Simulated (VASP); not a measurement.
Input of a VASP 6.6.1 run:

File POSCAR:

```
CdS
1.0
    0.0000000000      2.9165000000      2.9165000000
    2.9165000000      0.0000000000      2.9165000000
    2.9165000000      2.9165000000      0.0000000000
Cd S
1 1
Direct
    0.0000000000      0.0000000000      0.0000000000
    0.2500000000      0.2500000000      0.2500000000
```

Contents of INCAR.step1:

```
ALGO     = Normal         # electronic algorithm
EDIFF    = 1E-4           # SCF threshold, eV
ENCUT    = 600            # plane-wave cutoff, eV
GGA      = PE             # functional
ISMEAR   = -1             # smearing method
LASPH    = T              # aspherical terms in the spheres
LCHARG   = F              # write CHGCAR
LREAL    = F              # projectors in reciprocal space
LWAVE    = T              # write WAVECAR
NELM     = 100            # most SCF steps
PREC     = Accurate       # precision mode
SIGMA    = 0.02           # smearing width, eV
```

The input INCAR.step2:

```
ALGO     = Normal         # electronic algorithm
EDIFF    = 1E-7           # SCF threshold, eV
EDIFFG   = -0.01          # ionic threshold
ENCUT    = 600            # plane-wave cutoff, eV
IBRION   = 2              # ionic algorithm
ISIF     = 3              # what is computed and relaxed
ISMEAR   = -1             # smearing method
ISTART   = 1            
LASPH    = T              # aspherical terms in the spheres
LCHARG   = F              # write CHGCAR
LMIXTAU  = T            
LREAL    = F              # projectors in reciprocal space
LWAVE    = F              # write WAVECAR
METAGGA  = R2SCAN         # meta-GGA
NELM     = 100            # most SCF steps
NSW      = 80             # ionic steps
PREC     = Accurate       # precision mode
SIGMA    = 0.02           # smearing width, eV
```

Contents of KPOINTS:

```
k-points
0
Gamma
  8 8 8
```

Potentials or basis: VASP PAW PBE potentials, release 64 (Cd, S).

Run with:

```bash
$ cat potpaw_PBE.64/Cd/POTCAR potpaw_PBE.64/S/POTCAR > POTCAR
$ cp INCAR.step1 INCAR
$ mpirun -np 1 vasp_std > vasp.out
$ cp INCAR.step2 INCAR
$ mpirun -np 1 vasp_std > vasp.out
```

(1) Estimate the relaxed volume.

(2) Estimate the space group after relaxing (to 0.05 Å).

(3) Predict the relaxed cell.

Answers

(1) 25.49 Å³/atom.

(2) F-43m (No. 216).

(3) a = 4.162 Å, b = 4.162 Å, c = 4.162 Å, α = 60.00°, β = 60.00°, γ = 60.00°.

Caveat: the PAW data sets were made with another functional, which shifts forces and pressure a little.
